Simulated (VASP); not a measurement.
# SiSn7 (P-43m) in VASP: further runs, part 2 of 2

VASP 6.6.1. Earlier steps stand in the parts before.

### 4 Single point, PBE (36.48 Å³/atom)

This run uses another cell than the first one, of 36.48 Å³/atom.

Input file INCAR:

```
SYSTEM = SiSn7
PREC     = Accurate       ! precision mode
ENCUT    = 500            ! plane-wave cutoff, eV
EDIFF    = 1E-6           ! SCF threshold, eV
ISMEAR   = 0              ! smearing method
SIGMA    = 0.1            ! smearing width, eV
LREAL    = .FALSE.        ! projectors in reciprocal space
LASPH    = .TRUE.         ! aspherical terms in the spheres
NELM     = 120            ! most SCF steps
ALGO     = Normal         ! electronic algorithm
ISIF     = 2              ! what is computed and relaxed
LWAVE    = .FALSE.        ! write WAVECAR
LCHARG   = .FALSE.        ! write CHGCAR
GGA      = PE             ! functional
NBANDS   = 61             ! bands
GGA_COMPAT= .FALSE.
```

Input file KPOINTS:

```
regular mesh
0
G
  6 6 6
  0 0 0
```

Input file POSCAR:

```
SiSn7
1.0
    6.6330766379      0.0000000000      0.0000000000
    0.0000000000      6.6330766379      0.0000000000
    0.0000000000      0.0000000000      6.6330766379
Si Sn
1 7
Direct
    0.0000000000      0.0000000000      0.0000000000
    0.0000000000      0.5000000000      0.5000000000
    0.2388977885      0.7611022115      0.7611022115
    0.5000000000      0.0000000000      0.5000000000
    0.7611022115      0.2388977885      0.7611022115
    0.7611022115      0.7611022115      0.2388977885
    0.5000000000      0.5000000000      0.0000000000
    0.2388977885      0.2388977885      0.2388977885
```

Potentials or basis: VASP PAW PBE potentials, release 64 (Si, Sn_d).

Run with:

```bash
$ cat potpaw_PBE.64/Si/POTCAR potpaw_PBE.64/Sn_d/POTCAR > POTCAR
$ mpirun -np 1 vasp_std > vasp.out
```

OUTCAR:

```text
SYSTEM = SiSn7
   PREC = Accurate
   ENCUT = 500
   EDIFF = 1E-6
   ISMEAR = 0
   LREAL = .FALSE.
   LASPH = .TRUE.
   NELM = 120
   ISIF = 2
   GGA = PE

 ion  position               nearest neighbor table
   1  0.000  0.000  0.000-   3 2.74   5 2.74   6 2.74   8 2.74
   2  0.000  0.500  0.500-   3 2.92   5 2.92   6 2.92   8 2.92
   3  0.239  0.761  0.761-   1 2.74   2 2.92   4 2.92   7 2.92
   4  0.500  0.000  0.500-   3 2.92   5 2.92   6 2.92   8 2.92
   5  0.761  0.239  0.761-   1 2.74   2 2.92   4 2.92   7 2.92
   6  0.761  0.761  0.239-   1 2.74   2 2.92   4 2.92   7 2.92
   7  0.500  0.500  0.000-   3 2.92   5 2.92   6 2.92   8 2.92
   8  0.239  0.239  0.239-   1 2.74   2 2.92   4 2.92   7 2.92

  LATTYP: Found a simple cubic cell.
 ALAT       =     6.6330766379

  Lattice vectors:

 A1 = (   6.6330766379,   0.0000000000,   0.0000000000)
 A2 = (   0.0000000000,   6.6330766379,   0.0000000000)
 A3 = (   0.0000000000,   0.0000000000,   6.6330766379)

Analysis of symmetry for initial positions (statically):
=====================================================================
 Subroutine PRICEL returns:
 Original cell was already a primitive cell.

 Routine SETGRP: Setting up the symmetry group for a
 simple cubic supercell.

 Subroutine GETGRP returns: Found 24 space group operations
 (whereof 24 operations were pure point group operations)
 out of a pool of 48 trial point group operations.

The static configuration has the point symmetry T_d .

Analysis of symmetry for dynamics (positions and initial velocities):
=====================================================================
 Subroutine PRICEL returns:
 Original cell was already a primitive cell.

 Routine SETGRP: Setting up the symmetry group for a
 simple cubic supercell.

 Subroutine GETGRP returns: Found 24 space group operations
[... 132 lines left out ...]
  Fermi-wavevector in a.u.,A,eV,Ry     =   1.153170  2.179175 18.093031  1.329800
  Thomas-Fermi vector in A             =   2.289816
   LORBIT       =      0    0 simple, 1 ext, 2 COOP (PROOUT), +10 PAW based schemes
   GGA     = PE    functional components
   LHFCALC =     F    Hartree Fock is set to
   AEXX    =    0.0000 exact exchange contribution
   IVDW    =     0    specifies the selected vdW correction
   LEPSILON=     F    determine dielectric tensor
   LRPA    =     F    only Hartree local field effects (RPA)
 non-spin polarized calculation
 Gauss-broadening in eV      SIGMA  =   0.10
  energy-cutoff  :      500.00
  volume of cell :      291.84
 maximum number of plane-waves:      7464
   NGX = 25   NGY = 25   NGZ = 25

 number of electron     101.9999933 magnetization

 Free energy of the ion-electron system (eV)
  ---------------------------------------------------
  ext. energy  EPLUGINS =         0.00000000
  ---------------------------------------------------
  free energy    TOTEN  =       -31.74983250 eV

  energy without entropy =      -31.74399043  energy(sigma->0) =      -31.74691147

 E-fermi :   4.4694     XC(G=0):  -8.4292

 val. band max:        4.4586760578   @ k =   0.1667   0.1667   0.0000
 cond. band min:       4.4807133202   @ k =   0.3333   0.3333   0.3333
 fundamental gap:      0.0220372625
 Fermi energy:         4.4694369013

 k-point     1 :       0.0000    0.0000    0.0000
  band No.  band energies     occupation
      1     -17.0034      2.00000
      2     -17.0034      2.00000
      3     -17.0034      2.00000
      4     -16.9967      2.00000
      5     -16.9967      2.00000
      6     -16.9967      2.00000
[... 1269 lines left out ...]
     60       7.6765      0.00000
     61       7.8937      0.00000

------------------------ aborting loop because EDIFF is reached ----------------------------------------

  FORCE on cell =-STRESS in cart. coord.  units (eV):
  Direction    XX          YY          ZZ          XY          YZ          ZX
  --------------------------------------------------------------------------------------
  -------------------------------------------------------------------------------------
  Total       -3.6501656     -3.6501656     -3.6501656      0.0000000      0.0000000     -0.0000000
  in kB      -20.0390949    -20.0390949    -20.0390949      0.0000000      0.0000000     -0.0000000
  external PRESSURE =     -20.0390949 kB  Pullay stress =       0.0000000 kB

 VOLUME and BASIS-vectors are now :
 -----------------------------------------------------------------------------
  energy-cutoff  :      500.00
  volume of cell :      291.84
      direct lattice vectors                 reciprocal lattice vectors
     6.633076638  0.000000000  0.000000000     0.150759603  0.000000000  0.000000000
     0.000000000  6.633076638  0.000000000     0.000000000  0.150759603  0.000000000
     0.000000000  0.000000000  6.633076638     0.000000000  0.000000000  0.150759603

 POSITION                                       TOTAL-FORCE (eV/Angst)
 -----------------------------------------------------------------------------------
      0.00000      0.00000      0.00000        -0.000000     -0.000000     -0.000000
      0.00000      3.31654      3.31654        -0.000000     -0.000000     -0.000000
      1.58463      5.04845      5.04845        -0.009658      0.009658      0.009658
      3.31654      0.00000      3.31654        -0.000000     -0.000000     -0.000000
      5.04845      1.58463      5.04845         0.009658     -0.009658      0.009658
      5.04845      5.04845      1.58463         0.009658      0.009658     -0.009658
      3.31654      3.31654      0.00000        -0.000000     -0.000000     -0.000000
      1.58463      1.58463      1.58463        -0.009658     -0.009658     -0.009658
 -----------------------------------------------------------------------------------
    total drift:                               -0.000000     -0.000000      0.000000

  FREE ENERGIE OF THE ION-ELECTRON SYSTEM (eV)
  ---------------------------------------------------
  free  energy   TOTEN  =       -31.7498325010 eV

  energy  without entropy=      -31.7439904335  energy(sigma->0) =      -31.74691147
```

Run time: 2.9 min. Hardware: 1 thread of Oxide Virtual Turin-like, shared host; peak memory 0.43 GiB.

Results:

```yaml
Free_energy: -31.7498 eV
Pressure: -2.0 GPa
Largest_force: 0.017 eV/Å
Band_gap_on_the_k_mesh: zero (bands 51 and 52 overlap by 0.39 eV)
```

Forces in eV/Å, atoms in the order of the input:
```
Si   0.000  0.000  0.000
Sn   0.000  0.000  0.000
Sn  -0.010  0.010  0.010
Sn   0.000  0.000  0.000
Sn   0.010 -0.010  0.010
Sn   0.010  0.010 -0.010
Sn   0.000  0.000  0.000
Sn  -0.010 -0.010 -0.010
```

Levels at points of the mesh, in eV from the Fermi level:
```tsv
k point	band 47	band 48	band 49	band 50	band 51	band 52	band 53	band 54	band 55	band 56
(0.00, 0.00, 0.00)	-2.04	-2.04	-1.21	0.11	0.11	0.11	0.76	0.76	0.93	0.93
(0.50, 0.00, 0.00)	-2.60	-1.53	-1.53	-1.15	-1.15	1.00	1.16	1.93	2.03	3.05
(0.50, 0.50, 0.00)	-2.46	-1.19	-1.19	-0.96	-0.66	1.16	1.28	1.65	1.65	3.47
(0.50, 0.50, 0.50)	-0.83	-0.83	-0.83	-0.65	-0.65	-0.28	-0.09	-0.09	-0.09	2.92
```

Caveat: semilocal functionals underestimate gaps, and a narrow one can read as zero; spin-orbit coupling is left out, which moves the levels of the heavy elements.

### 5 The runs side by side

| cell | gap on the mesh (eV) | pressure (GPa) | largest force (eV/Å) |
| --- | --- | --- | --- |
| a = 6.440 Å, 8 atoms, atomic positions A | none | 1.2 | - |
| a = 6.570 Å, 8 atoms, atomic positions A | none | -1.1 | 0.01 |
| a = 6.633 Å, 8 atoms, atomic positions B | none | -2.0 | 0.02 |

Alike in all rows: task single point; level PBE; potentials or basis VASP PAW PBE potentials, release 64 (Si, Sn_d); no spin polarisation; k mesh 6 × 6 × 6; cutoff (eV) 500; smearing gaussian 0.1 eV.

Caveats: semilocal functionals underestimate gaps, and a narrow one can read as zero; spin-orbit coupling is left out, which moves the levels of the heavy elements.

Total energies depend on the potentials used, so only differences within one code and one set of settings carry meaning.

The gap in the log of VASP goes by the Fermi energy; the results here count the filled bands.